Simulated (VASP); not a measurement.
# Al (P6_3/mmc) in VASP: notebook, part 2 of 2

VASP 6.6.1. The steps go on from the part before.

## Step 3: Single point, PBEsol

This run uses another cell than the first one, of 17.01 Å³/atom, 1.029 times its volume.

Input file INCAR:

```
SYSTEM = Al
  PREC = Accurate
  ENCUT = 520
  EDIFF = 1E-6
  ISMEAR = -1
  SIGMA = 0.1
  LREAL = .False.
  LASPH = .True.
  NELM = 100
  ALGO = Normal
  ISIF = 2
  LWAVE = .False.
  LCHARG = .False.
  GGA = PS
  NBANDS = 14
```

Input file KPOINTS:

```
Automatic mesh
0
Gamma
  9 9 3
  0 0 0
```

Input file POSCAR:

```
Al
1.0
    2.8915601435      0.0000000000      0.0000000000
   -1.4457805832      2.5041650518      0.0000000000
    0.0000000000      0.0000000000      9.3955174329
Al
4
Direct
    0.0000000000      0.0000000000      0.0000000000
    0.3333333333      0.6666666667      0.2500000000
    0.0000000000      0.0000000000      0.5000000000
    0.6666666667      0.3333333333      0.7500000000
```

Potentials or basis: VASP PAW PBE potentials, release 64 (Al).

Launch:

```console
$ cat potpaw_PBE.64/Al/POTCAR > POTCAR
$ mpirun -np 1 vasp_std > vasp.out
```

OUTCAR:

```text
SYSTEM = Al
   PREC = Accurate
   ENCUT = 520
   EDIFF = 1E-6
   ISMEAR = -1
   LREAL = .False.
   LASPH = .True.
   NELM = 100
   ISIF = 2
   GGA = PS

 ion  position               nearest neighbor table
   1  0.000  0.000  0.000-   4 2.88   2 2.88   4 2.88   2 2.88   4 2.88   2 2.88
   2  0.333  0.667  0.250-   1 2.88   3 2.88   1 2.88   3 2.88   1 2.88   3 2.88
   3  0.000  0.000  0.500-   4 2.88   2 2.88   4 2.88   2 2.88   4 2.88   2 2.88
   4  0.667  0.333  0.750-   1 2.88   3 2.88   1 2.88   3 2.88   1 2.88   3 2.88

  LATTYP: Found a hexagonal cell.
 ALAT       =     2.8915601435
 C/A-ratio  =     3.2492899911

  Lattice vectors:

 A1 = (   2.8915601435,   0.0000000000,   0.0000000000)
 A2 = (  -1.4457805832,   2.5041650518,   0.0000000000)
 A3 = (   0.0000000000,   0.0000000000,   9.3955174329)

Analysis of symmetry for initial positions (statically):
=====================================================================
 Subroutine PRICEL returns:
 Original cell was already a primitive cell.

 Routine SETGRP: Setting up the symmetry group for a
 hexagonal supercell.

 Subroutine GETGRP returns: Found 24 space group operations
 (whereof 12 operations were pure point group operations)
 out of a pool of 24 trial point group operations.

The static configuration has the point symmetry D_3d.
 The point group associated with its full space group is D_6h.

Analysis of symmetry for dynamics (positions and initial velocities):
=====================================================================
 Subroutine PRICEL returns:
 Original cell was already a primitive cell.

 Routine SETGRP: Setting up the symmetry group for a
 hexagonal supercell.

 Subroutine GETGRP returns: Found 24 space group operations
 (whereof 12 operations were pure point group operations)
 out of a pool of 24 trial point group operations.

The dynamic configuration has the point symmetry D_3d.
 The point group associated with its full space group is D_6h.

 Subroutine INISYM returns: Found 24 space group operations
 (whereof 12 operations are pure point group operations),
 and found     1 'primitive' translations

[... 133 lines left out ...]
   NGX = 11   NGY = 11   NGZ = 35

 number of electron      12.0000000 magnetization

 Free energy of the ion-electron system (eV)
  ---------------------------------------------------
  ext. energy  EPLUGINS =         0.00000000
  ---------------------------------------------------
  free energy    TOTEN  =       -16.29364802 eV

  energy without entropy =      -16.23397733  energy(sigma->0) =      -16.26381267

 E-fermi :   7.5526     XC(G=0): -10.1477

 val. band max:        7.4931110323   @ k =   0.3333   0.2222   0.3333
 cond. band min:       7.5659392888   @ k =   0.4444   0.0000   0.0000
 fundamental gap:      0.0728282565
 Fermi energy:         7.5525852287

 k-point     1 :       0.0000    0.0000    0.0000
  band No.  band energies     occupation
      1      -3.2859      2.00000
      2      -1.6194      2.00000
      3      -1.6177      2.00000
      4       3.1890      2.00000
      5       3.3646      2.00000
      6      11.0990      0.00000
      7      11.1109      0.00000
      8      17.9602      0.00000
      9      17.9602      0.00000
     10      18.1967      0.00000
     11      18.1967      0.00000
     12      19.2340      0.00000
     13      19.2353      0.00000
     14      19.4517      0.00000
[... 377 lines left out ...]
      1       4.4149      2.00000
      2       4.5949      2.00000
      3       4.5949      2.00000
      4       4.8900      2.00000
      5       5.1002      2.00000
      6       5.1002      2.00000
      7       7.1543      1.96340
      8       7.1543      1.96340
      9       7.3176      1.82587
     10       8.7712      0.00001
     11       9.1135      0.00000
     12       9.1135      0.00000
     13      12.9795      0.00000
     14      12.9795      0.00000

------------------------ aborting loop because EDIFF is reached ----------------------------------------

  FORCE on cell =-STRESS in cart. coord.  units (eV):
  Direction    XX          YY          ZZ          XY          YZ          ZX
  --------------------------------------------------------------------------------------
  -------------------------------------------------------------------------------------
  Total       -1.8395722     -1.8395730     -0.7374779      0.0000004      0.0000000      0.0000000
  in kB      -43.3223034    -43.3223211    -17.3677561      0.0000088      0.0000000      0.0000000
  external PRESSURE =     -34.6707935 kB  Pullay stress =       0.0000000 kB

 VOLUME and BASIS-vectors are now :
 -----------------------------------------------------------------------------
  energy-cutoff  :      520.00
  volume of cell :       68.03
      direct lattice vectors                 reciprocal lattice vectors
     2.891560144  0.000000000  0.000000000     0.345834065  0.199667421  0.000000000
    -1.445780583  2.504165052  0.000000000     0.000000000  0.399334700  0.000000000
     0.000000000  0.000000000  9.395517433     0.000000000  0.000000000  0.106433734

 POSITION                                       TOTAL-FORCE (eV/Angst)
 -----------------------------------------------------------------------------------
      0.00000      0.00000      0.00000         0.000000      0.000000     -0.000000
     -0.00000      1.66944      2.34888         0.000000      0.000000      0.000000
      0.00000      0.00000      4.69776         0.000000      0.000000     -0.000000
      1.44578      0.83472      7.04664        -0.000000     -0.000000     -0.000000
 -----------------------------------------------------------------------------------
    total drift:                               -0.000000      0.000000      0.000000

  FREE ENERGIE OF THE ION-ELECTRON SYSTEM (eV)
  ---------------------------------------------------
  free  energy   TOTEN  =       -16.2936480221 eV

  energy  without entropy=      -16.2339773255  energy(sigma->0) =      -16.26381267
```

OSZICAR:

```text
N       E                     dE             d eps       ncg     rms          rms(c)
DAV:   1     0.415292063506E+01    0.41529E+01   -0.41616E+03   672   0.658E+02
DAV:   2    -0.157255852950E+02   -0.19879E+02   -0.18202E+02   836   0.859E+01
DAV:   3    -0.164040978297E+02   -0.67851E+00   -0.66146E+00   890   0.129E+01
DAV:   4    -0.164092074123E+02   -0.51096E-02   -0.51057E-02   864   0.139E+00
DAV:   5    -0.164092629937E+02   -0.55581E-04   -0.55582E-04   906   0.152E-01    0.267E+00
DAV:   6    -0.163400111022E+02    0.69252E-01   -0.91733E-03   814   0.476E-01    0.152E+00
DAV:   7    -0.162942947204E+02    0.45716E-01   -0.20970E-02   828   0.695E-01    0.233E-01
DAV:   8    -0.162936543298E+02    0.64039E-03   -0.42164E-04   954   0.102E-01    0.117E-02
DAV:   9    -0.162936504118E+02    0.39180E-05   -0.47108E-06   884   0.124E-02    0.322E-03
DAV:  10    -0.162936492341E+02    0.11777E-05   -0.10249E-07   648   0.204E-03    0.167E-03
DAV:  11    -0.162936481208E+02    0.11134E-05   -0.20199E-08   516   0.942E-04    0.407E-04
DAV:  12    -0.162936480221E+02    0.98640E-07   -0.55580E-09   498   0.451E-04
   1 F= -.16293648E+02 E0= -.16263813E+02  d E =-.596707E-01
```

Wall time 33 s (1 thread of AMD EPYC 7R43 (Zen 3), shared host); peak memory 0.15 GiB.

What came out:

- Free energy: -16.2936 eV
- Pressure: -3.5 GPa
- Band gap on the k mesh: zero (band 6 reaches 11.56 eV, above the bottom of band 7 at 6.30 eV)

Caveat: the PAW data sets were made with another functional, which shifts forces and pressure a little.
